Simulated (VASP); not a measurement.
# Zr (P6_3/mmc) in VASP: single point with PBE

Aim: the single point of Zr with PBE.

Everything below comes from runs of VASP 6.6.1. Logs are shortened: lines on timing, memory, paths and dates and some standing lists are left out, and cuts for length are marked.

### Step 1. The cell of the first run

Symmetry: P6_3/mmc, No. 194, hexagonal system. Conventional cell: a = 3.241 Å, b = 3.241 Å, c = 5.162 Å, α = 90.00°, β = 90.00°, γ = 120.00°. Within 4.2 Å of Zr (site symmetry -6m2) lie 12 Zr at 3.19 to 3.24 Å.

### Step 2. Single point, PBE

File INCAR:

```
SYSTEM = Zr
PREC = Accurate
ENCUT = 500
EDIFF = 1E-6
ISMEAR = 0
SIGMA = 0.05
LREAL = .False.
LASPH = .True.
NELM = 120
ALGO = Normal
ISIF = 2
LWAVE = .False.
LCHARG = .True.
GGA = PE
LELF = .True.
LVHAR = .True.
NBANDS = 19
GGA_COMPAT = .False.
```

File KPOINTS:

```
Automatic mesh
0
Gamma
  8 8 4
  0 0 0
```

File POSCAR:

```
Zr
1.0
    3.2405622123      0.0000000000      0.0000000000
   -1.6202811061      2.8064091984      0.0000000000
    0.0000000000      0.0000000000      5.1615792208
Zr
2
Direct
    0.3333333333      0.6666666667      0.7500000000
    0.6666666667      0.3333333333      0.2500000000
```

Potentials or basis: VASP PAW PBE potentials, release 64 (Zr_sv).

Command:

```sh
$ cat potpaw_PBE.64/Zr_sv/POTCAR > POTCAR
$ mpirun -np 1 vasp_std > vasp.out
```

OUTCAR:

```text
SYSTEM = Zr
   PREC = Accurate
   ENCUT = 500
   EDIFF = 1E-6
   ISMEAR = 0
   LREAL = .False.
   LASPH = .True.
   NELM = 120
   ISIF = 2
   GGA = PE

 ion  position               nearest neighbor table
   1  0.333  0.667  0.750-   2 3.19   2 3.19   2 3.19   2 3.19   2 3.19   2 3.19
   2  0.667  0.333  0.250-   1 3.19   1 3.19   1 3.19   1 3.19   1 3.19   1 3.19

  LATTYP: Found a hexagonal cell.
 ALAT       =     3.2405622123
 C/A-ratio  =     1.5928036194

  Lattice vectors:

 A1 = (   3.2405622123,   0.0000000000,   0.0000000000)
 A2 = (  -1.6202811061,   2.8064091984,   0.0000000000)
 A3 = (   0.0000000000,   0.0000000000,   5.1615792208)

Analysis of symmetry for initial positions (statically):
=====================================================================
 Subroutine PRICEL returns:
 Original cell was already a primitive cell.

 Routine SETGRP: Setting up the symmetry group for a
 hexagonal supercell.

 Subroutine GETGRP returns: Found 24 space group operations
 (whereof 12 operations were pure point group operations)
 out of a pool of 24 trial point group operations.

The static configuration has the point symmetry D_3d.
 The point group associated with its full space group is D_6h.

Analysis of symmetry for dynamics (positions and initial velocities):
=====================================================================
 Subroutine PRICEL returns:
 Original cell was already a primitive cell.

 Routine SETGRP: Setting up the symmetry group for a
 hexagonal supercell.

 Subroutine GETGRP returns: Found 24 space group operations
 (whereof 12 operations were pure point group operations)
 out of a pool of 24 trial point group operations.

The dynamic configuration has the point symmetry D_3d.
 The point group associated with its full space group is D_6h.

 Subroutine INISYM returns: Found 24 space group operations
 (whereof 12 operations are pure point group operations),
 and found     1 'primitive' translations

----------------------------------------------------------------------------------------

                                     Primitive cell

  volume of cell :      46.9412

  direct lattice vectors                    reciprocal lattice vectors
     3.240562212  0.000000000  0.000000000     0.308588428  0.178163612  0.000000000
    -1.620281106  2.806409198  0.000000000     0.000000000  0.356327224  0.000000000
     0.000000000  0.000000000  5.161579221     0.000000000  0.000000000  0.193739156

  length of vectors
     3.240562212  3.240562212  5.161579221     0.356327224  0.356327224  0.193739156

  position of ions in fractional coordinates (direct lattice)
     0.333333333  0.666666667  0.750000000
     0.666666667  0.333333333  0.250000000

  ion indices of the primitive-cell ions
   primitive index   ion index
                 1           1
                 2           2

----------------------------------------------------------------------------------------

 KPOINTS: Automatic mesh

Automatic generation of k-mesh.
 Grid dimensions read from file:
 generate k-points for:    8    8    4

 Generating k-lattice:

  Cartesian coordinates                     Fractional coordinates (reciprocal lattice)
     0.038573554  0.022270452  0.000000000     0.125000000  0.000000000  0.000000000
     0.000000000  0.044540903  0.000000000     0.000000000  0.125000000  0.000000000
     0.000000000  0.000000000  0.048434789     0.000000000  0.000000000  0.250000000

  Length of vectors
     0.044540903  0.044540903  0.048434789

  Shift w.r.t. Gamma in fractional coordinates (k-lattice)
     0.000000000  0.000000000  0.000000000

 Subroutine IBZKPT returns following result:
 ===========================================

 Found     30 irreducible k-points:

 Following reciprocal coordinates:
            Coordinates               Weight
  0.000000  0.000000  0.000000      1.000000
  0.125000  0.000000  0.000000      6.000000
  0.250000  0.000000  0.000000      6.000000
  0.375000  0.000000  0.000000      6.000000
  0.500000  0.000000  0.000000      3.000000
  0.125000  0.125000  0.000000      6.000000
[... 16 lines left out ...]
  0.250000  0.000000  0.500000      6.000000
  0.375000  0.000000  0.500000      6.000000
 [... further k-points ...]
   k-points           NKPTS =     30   k-points in BZ     NKDIM =     30   number of bands    NBANDS=     19
   number of dos      NEDOS =    301   number of ions     NIONS =      2
   total plane-waves  NPLWV =  23040
   dimension x,y,z NGX =    24 NGY =   24 NGZ =   40
   dimension x,y,z NGXF=    48 NGYF=   48 NGZF=   80
   ions per type =               2
   NGX,Y,Z   is equivalent  to a cutoff of  12.31, 12.31, 12.88 a.u.
   NGXF,Y,Z  is equivalent  to a cutoff of  24.62, 24.62, 25.77 a.u.
 SYSTEM =  Zr
   PREC   = accura    normal or accurate (medium, high low for compatibility)
   ISTART =      0    job   : 0-new  1-cont  2-samecut
   ICHARG =      2    charge: 1-file 2-atom 10-const
   ISPIN  =      1    spin polarized calculation?
   LNONCOLLINEAR =      F non collinear calculations
   LSORBIT =      F    spin-orbit coupling
   LASPH  =      T    aspherical Exc in radial PAW
   ENCUT  =  500.0 eV  36.75 Ry    6.06 a.u.   5.91  5.91  9.41*2*pi/ulx,y,z
   NELM   =    120;   NELMIN=  2; NELMDL= -5     # of ELM steps
   EDIFF  = 0.1E-05   stopping-criterion for ELM
   LREAL  =      F    real-space projection
   EDIFFG = 0.1E-04   stopping-criterion for IOM
   NSW    =      0    number of steps for IOM
   IBRION =     -1    ionic relax: 0-MD 1-quasi-New 2-CG
   NFREE  =      0    steps in history (QN), initial steepest desc. (CG)
   ISIF   =      2    stress and relaxation
   ISYM   =      2    0-nonsym 1-usesym 2-fastsym
   POTIM  = 0.5000    time-step for ionic-motion
   TEBEG  =    0.0;   TEEND  =   0.0 temperature during run
   PSTRESS=    0.0 pullay stress
   NELECT =      24.0000    total number of electrons
   NUPDOWN=      -1.0000    fix difference up-down
   EMIN   =  10.00;   EMAX   =-10.00  energy-range for DOS
   EFERMI =   0.00;   METHOD = LEGACY
   ISMEAR =     0;   SIGMA  =   0.05  broadening in eV -4-tet -1-fermi 0-gaus
   EFERMI_NEDOS =   21; number of points for ismear=-14 and -15
   IALGO  =     38    algorithm
   IMIX   =      4    mixing-type and parameters
     AMIX     =   0.40;   BMIX     =  1.00
     AMIX_MAG =   1.60;   BMIX_MAG =  1.00
  volume/ion in A,a.u.               =      23.47       158.39
  Fermi-wavevector in a.u.,A,eV,Ry     =   1.309063  2.473771 23.315573  1.713646
  Thomas-Fermi vector in A             =   2.439687
   LORBIT       =      0    0 simple, 1 ext, 2 COOP (PROOUT), +10 PAW based schemes
   GGA     = PE    functional components
   LHFCALC =     F    Hartree Fock is set to
   AEXX    =    0.0000 exact exchange contribution
   IVDW    =     0    specifies the selected vdW correction
   LEPSILON=     F    determine dielectric tensor
   LRPA    =     F    only Hartree local field effects (RPA)
 non-spin polarized calculation
 Gauss-broadening in eV      SIGMA  =   0.05
  energy-cutoff  :      500.00
  volume of cell :       46.94
 maximum number of plane-waves:      1208
 NGX is ok and might be reduce to    24
   NGX = 11   NGY = 11   NGZ = 19

 number of electron      24.0000000 magnetization

 Free energy of the ion-electron system (eV)
  ---------------------------------------------------
  ext. energy  EPLUGINS =         0.00000000
  ---------------------------------------------------
  free energy    TOTEN  =       -17.05546433 eV

  energy without entropy =      -17.05380583  energy(sigma->0) =      -17.05463508

 E-fermi :   8.9541     XC(G=0): -11.0467

 val. band max:        8.9492191945   @ k =   0.3750   0.2500   0.2500
 cond. band min:       9.0306312048   @ k =   0.1250   0.0000   0.0000
 fundamental gap:      0.0814120104
 Fermi energy:         8.9540986490

 k-point     1 :       0.0000    0.0000    0.0000
  band No.  band energies     occupation
      1     -39.9623      2.00000
      2     -39.8132      2.00000
      3     -18.4675      2.00000
      4     -17.6227      2.00000
      5     -17.6227      2.00000
      6     -17.4880      2.00000
[... 11 lines left out ...]
     18      11.0211      0.00000
     19      13.2910      0.00000

 k-point     2 :       0.1250    0.0000    0.0000
  band No.  band energies     occupation
      1     -39.9456      2.00000
      2     -39.8065      2.00000
      3     -18.4217      2.00000
      4     -17.7220      2.00000
      5     -17.6550      2.00000
      6     -17.5872      2.00000
[... 11 lines left out ...]
     18      10.8169      0.00000
     19      13.5336      0.00000

 k-point     3 :       0.2500    0.0000    0.0000
  band No.  band energies     occupation
      1     -39.9032      2.00000
      2     -39.7919      2.00000
      3     -18.2984      2.00000
      4     -17.9614      2.00000
      5     -17.8217      2.00000
      6     -17.7283      2.00000
[... 11 lines left out ...]
     18      11.8490      0.00000
     19      13.8911      0.00000

 k-point     4 :       0.3750    0.0000    0.0000
  band No.  band energies     occupation
      1     -39.8553      2.00000
      2     -39.7824      2.00000
      3     -18.1989      2.00000
      4     -18.1404      2.00000
      5     -18.0415      2.00000
      6     -17.7975      2.00000
[... 11 lines left out ...]
     18      13.2237      0.00000
     19      14.0890      0.00000

 k-point     5 :       0.5000    0.0000    0.0000
  band No.  band energies     occupation
      1     -39.8313      2.00000
      2     -39.7825      2.00000
      3     -18.2963      2.00000
      4     -18.1292      2.00000
      5     -18.0470      2.00000
      6     -17.8253      2.00000
[... 11 lines left out ...]
     18      14.1432      0.00000
     19      15.0406      0.00000
[... 334 lines left out ...]
      2     -39.8884      2.00000
      3     -17.9944      2.00000
      4     -17.9944      2.00000
      5     -17.5542      2.00000
      6     -17.5542      2.00000
[... 11 lines left out ...]
     18      12.8086      0.00000
     19      12.8086      0.00000

 k-point    22 :       0.1250    0.0000    0.5000
  band No.  band energies     occupation
      1     -39.8766      2.00000
      2     -39.8766      2.00000
      3     -18.0135      2.00000
      4     -18.0135      2.00000
      5     -17.6189      2.00000
      6     -17.6189      2.00000
[... 11 lines left out ...]
     18      12.7292      0.00000
     19      12.8941      0.00000

 k-point    23 :       0.2500    0.0000    0.5000
  band No.  band energies     occupation
      1     -39.8479      2.00000
      2     -39.8479      2.00000
      3     -18.1182      2.00000
      4     -18.1182      2.00000
      5     -17.7105      2.00000
      6     -17.7105      2.00000
[... 11 lines left out ...]
     18      12.7419      0.00000
     19      13.1715      0.00000

 k-point    24 :       0.3750    0.0000    0.5000
  band No.  band energies     occupation
      1     -39.8189      2.00000
      2     -39.8189      2.00000
      3     -18.2878      2.00000
      4     -18.2878      2.00000
      5     -17.7294      2.00000
      6     -17.7294      2.00000
[... 11 lines left out ...]
     18      13.3952      0.00000
     19      13.5942      0.00000

 [... further k-points ...]
[... 5 lines left out ...]
  --------------------------------------------------------------------------------------
  -------------------------------------------------------------------------------------
  Total        0.0141883      0.0141883      0.0099127      0.0000000     -0.0000000      0.0000000
  in kB        0.4842706      0.4842706      0.3383346      0.0000000     -0.0000000      0.0000000
  external PRESSURE =       0.4356252 kB  Pullay stress =       0.0000000 kB

 VOLUME and BASIS-vectors are now :
 -----------------------------------------------------------------------------
  energy-cutoff  :      500.00
  volume of cell :       46.94
      direct lattice vectors                 reciprocal lattice vectors
     3.240562212  0.000000000  0.000000000     0.308588428  0.178163612  0.000000000
    -1.620281106  2.806409198  0.000000000     0.000000000  0.356327224  0.000000000
     0.000000000  0.000000000  5.161579221     0.000000000  0.000000000  0.193739156

 POSITION                                       TOTAL-FORCE (eV/Angst)
 -----------------------------------------------------------------------------------
     -0.00000      1.87094      3.87118         0.000000     -0.000000      0.000000
      1.62028      0.93547      1.29039        -0.000000      0.000000      0.000000
 -----------------------------------------------------------------------------------
    total drift:                               -0.000000      0.000000     -0.000000

  FREE ENERGIE OF THE ION-ELECTRON SYSTEM (eV)
  ---------------------------------------------------
  free  energy   TOTEN  =       -17.0554643296 eV

  energy  without entropy=      -17.0538058283  energy(sigma->0) =      -17.05463508
```

Wall time 27 s (1 thread of Intel Xeon 8259CL, shared host); peak memory 0.16 GiB.

What came out:

| Property | Result |
| --- | --- |
| Free energy | -17.0555 eV |
| Pressure | 0.0 GPa |
| Band gap on the k mesh | zero (band 12 reaches 9.76 eV, above the bottom of band 13 at 8.84 eV) |
